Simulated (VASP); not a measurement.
# Pd (Im-3m) in VASP: notebook, part 2 of 2

VASP 6.6.1. Earlier steps stand in the parts before.

## (4) Single point, LDA, non-collinear spin, zero start, spin-orbit coupling

INCAR reads:

```
SYSTEM = Pd
  ALGO = Normal
  EDIFF = 1E-6
  ENCUT = 520
  GGA_COMPAT = .False.
  ISIF = 2
  ISMEAR = 0
  LASPH = .True.
  LCHARG = .False.
  LMAXMIX = 4
  LNONCOLLINEAR = .True.
  LORBIT = 11
  LORBMOM = .True.
  LREAL = .False.
  LSORBIT = .True.
  LWAVE = .False.
  MAGMOM = 0 0 0
  NBANDS = 21
  NELM = 150
  PREC = Accurate
  SIGMA = 0.05
```

KPOINTS reads:

```
k-points
0
Gamma
  9 9 9
  0 0 0
```

POSCAR reads:

```
Pd
1.0
    2.7232705800      0.0000000000      0.0000000000
   -0.9077568598      2.5675241256      0.0000000000
   -0.9077568598     -1.2837620624      2.2235411178
Pd
1
Direct
    0.0000000000      0.0000000000      0.0000000000
```

Potentials or basis: VASP PAW LDA potentials, release 64 (Pd).

Started as:

```
$ cat potpaw_LDA.64/Pd/POTCAR > POTCAR
$ mpirun -np 1 vasp_ncl > vasp.out
```

OUTCAR:

```text
SYSTEM = Pd
   EDIFF = 1E-6
   ENCUT = 520
   ISIF = 2
   ISMEAR = 0
   LASPH = .True.
   LNONCOLLINEAR = .True.
   LORBIT = 11
   LREAL = .False.
   LSORBIT = .True.
   NELM = 150
   PREC = Accurate

 ion  position               nearest neighbor table
   1  0.000  0.000  0.000-

  LATTYP: Found a body centered cubic cell.
 ALAT       =     3.1445620049

  Lattice vectors:

 A1 = (   2.7232705800,   0.0000000000,   0.0000000000)
 A2 = (  -0.9077568598,   2.5675241256,   0.0000000000)
 A3 = (  -0.9077568598,  -1.2837620624,   2.2235411178)

Analysis of symmetry for initial positions (statically):
=====================================================================
 Subroutine PRICEL returns:
 Original cell was already a primitive cell.

 Routine SETGRP: Setting up the symmetry group for a
 body centered cubic supercell.

 Subroutine GETGRP returns: Found 48 space group operations
 (whereof 48 operations were pure point group operations)
 out of a pool of 48 trial point group operations.

The static configuration has the point symmetry O_h .

Analysis of symmetry for dynamics (positions and initial velocities):
=====================================================================
 Subroutine PRICEL returns:
 Original cell was already a primitive cell.

 Routine SETGRP: Setting up the symmetry group for a
 body centered cubic supercell.

 Subroutine GETGRP returns: Found 48 space group operations
 (whereof 48 operations were pure point group operations)
 out of a pool of 48 trial point group operations.

The dynamic configuration has the point symmetry O_h .

Analysis of structural, dynamic, and magnetic symmetry:
=====================================================================
 Subroutine PRICEL returns:
 Original cell was already a primitive cell.

 Routine SETGRP: Setting up the symmetry group for a
 body centered cubic supercell.

 Subroutine GETGRP returns: Found 48 space group operations
[... 743 lines left out ...]
  Total       -1.4755100     -1.4755100     -1.4755100     -0.0000000     -0.0000000     -0.0000000
  in kB     -152.0555423   -152.0555423   -152.0555424     -0.0000000     -0.0000000     -0.0000000
  external PRESSURE =    -152.0555423 kB  Pullay stress =       0.0000000 kB

 VOLUME and BASIS-vectors are now :
 -----------------------------------------------------------------------------
  energy-cutoff  :      520.00
  volume of cell :       15.55
      direct lattice vectors                 reciprocal lattice vectors
     2.723270580  0.000000000  0.000000000     0.367205524  0.129826758  0.224866541
    -0.907756860  2.567524126  0.000000000     0.000000000  0.389480274  0.224866541
    -0.907756860 -1.283762062  2.223541118     0.000000000  0.000000000  0.449733082

 POSITION                                       TOTAL-FORCE (eV/Angst)
 -----------------------------------------------------------------------------------
      0.00000      0.00000      0.00000        -0.000000      0.000000      0.000000
 -----------------------------------------------------------------------------------
    total drift:                               -0.000000      0.000000      0.000000

  FREE ENERGIE OF THE ION-ELECTRON SYSTEM (eV)
  ---------------------------------------------------
  free  energy   TOTEN  =        -6.4281728845 eV

  energy  without entropy=       -6.4279372044  energy(sigma->0) =       -6.42805504

 orbital moment (x)

 # of ion     p       d       tot
 ----------------------------------------
  1         0.000  -0.000   0.000
 ----------------------------------------
            0.000  -0.000   0.000

 orbital moment (y)

 # of ion     p       d       tot
 ----------------------------------------
  1        -0.000  -0.000  -0.000
 ----------------------------------------
           -0.000  -0.000  -0.000

 orbital moment (z)

 # of ion     p       d       tot
 ----------------------------------------
  1         0.000  -0.000  -0.000
 ----------------------------------------
            0.000  -0.000  -0.000

 Spin-Orbit-Coupling matrix elements

 Ion:    1  E_soc:     -0.0857664
 l=   1
     0.0000000    -0.0024054    -0.0024054
    -0.0024054     0.0000000    -0.0024054
    -0.0024054    -0.0024054     0.0000000
 l=   2
     0.0000000    -0.0021514     0.0000000    -0.0017739    -0.0097376
    -0.0021514     0.0000000    -0.0075863    -0.0021514    -0.0025288
     0.0000000    -0.0075863     0.0000000    -0.0070202     0.0000000
    -0.0017739    -0.0021514    -0.0070202     0.0000000    -0.0027175
    -0.0097376    -0.0025288     0.0000000    -0.0027175     0.0000000
 l=   3
     0.0000000     0.0000000     0.0000000     0.0000000     0.0000000     0.0000000     0.0000000
     0.0000000     0.0000000     0.0000000     0.0000000     0.0000000     0.0000000     0.0000000
     0.0000000     0.0000000     0.0000000     0.0000000     0.0000000     0.0000000     0.0000000
     0.0000000     0.0000000     0.0000000     0.0000000     0.0000000     0.0000000     0.0000000
     0.0000000     0.0000000     0.0000000     0.0000000     0.0000000     0.0000000     0.0000000
     0.0000000     0.0000000     0.0000000     0.0000000     0.0000000     0.0000000     0.0000000
     0.0000000     0.0000000     0.0000000     0.0000000     0.0000000     0.0000000     0.0000000

 total charge

# of ion       s       p       d       tot
------------------------------------------
    1        0.465   0.425   8.451   9.341

 magnetization (x)

# of ion       s       p       d       tot
------------------------------------------
    1        0.000   0.000  -0.000   0.000

 magnetization (y)

# of ion       s       p       d       tot
------------------------------------------
    1        0.000  -0.000  -0.000   0.000

 magnetization (z)

# of ion       s       p       d       tot
------------------------------------------
    1       -0.000  -0.000   0.000  -0.000
```

OSZICAR:

```text
N       E                     dE             d eps       ncg     rms          rms(c)
DAV:   1     0.564515816101E+02    0.56452E+02   -0.48378E+03  1470   0.912E+02
DAV:   2    -0.530006489375E+01   -0.61752E+02   -0.57499E+02  1650   0.224E+02
DAV:   3    -0.672217145231E+01   -0.14221E+01   -0.14063E+01  1683   0.358E+01
DAV:   4    -0.673229389697E+01   -0.10122E-01   -0.10121E-01  1792   0.306E+00
DAV:   5    -0.673245708495E+01   -0.16319E-03   -0.16319E-03  1796   0.395E-01    0.703E+00
DAV:   6    -0.644316690366E+01    0.28929E+00   -0.53118E-01  1760   0.949E+00    0.333E+00
DAV:   7    -0.643270689392E+01    0.10460E-01   -0.77134E-03  1867   0.859E-01    0.183E+00
DAV:   8    -0.642817548239E+01    0.45314E-02   -0.88386E-04  1816   0.295E-01    0.413E-01
DAV:   9    -0.642816866019E+01    0.68222E-05   -0.15433E-05  2030   0.340E-02    0.300E-02
DAV:  10    -0.642817255611E+01   -0.38959E-05   -0.12916E-06  1644   0.150E-02    0.138E-02
DAV:  11    -0.642817288451E+01   -0.32840E-06   -0.89429E-07  1618   0.104E-02
   1 F= -.64281729E+01 E0= -.64280550E+01  d E =-.235680E-03  mag=     0.0000    -0.0000     0.0000
```

stdout:

```text
POSCAR found type information on POSCAR Pd
 POSCAR found :  1 types and       1 ions
 scaLAPACK will be used
 LDA part: xc-table for (Slater(with rela. corr.)+CA(PZ))
 , standard interpolation
 POSCAR, INCAR and KPOINTS ok, starting setup
 FFT: planning ... GRIDC
 FFT: planning ... GRID_SOFT
 FFT: planning ... GRID
 WAVECAR not read
 entering main loop
```

Wall time 17 s (1 thread of Intel Xeon Platinum 8259CL at 2.50GHz (Skylake/Cascade Lake), shared host); peak memory 0.15 GiB.

Results:

| Quantity | Value |
| --- | --- |
| Free energy | -6.4282 eV |
| Pressure | -15.2 GPa |
| Net moment | 0.00 μB per cell |
| Valence electrons inside the program's atomic spheres | Pd 9.34 |

Moments on the atoms (μB; x, y, z):
```
Pd  0.00 0.00 0.00
```

## (5) Summary

```csv
level,potentials or basis,spin,k mesh,smearing,gap on the mesh (eV),pressure (GPa)
PBE,"VASP PAW PBE potentials, release 64 (Pd)",off,12 × 12 × 12,gaussian 0.1 eV,none,-1.4
PBE,"VASP PAW PBE potentials, release 64 (Pd)",off,12 × 12 × 12,gaussian 0.02 eV,none,-1.5
LDA,"VASP PAW LDA potentials, release 64 (Pd)","non-collinear, zero start, SOC",9 × 9 × 9,gaussian 0.05 eV,-,-15.2
```

Alike in all rows: task single point; cell as given; cutoff (eV) 520.

Absolute energies hang on the potentials; compare differences alone.
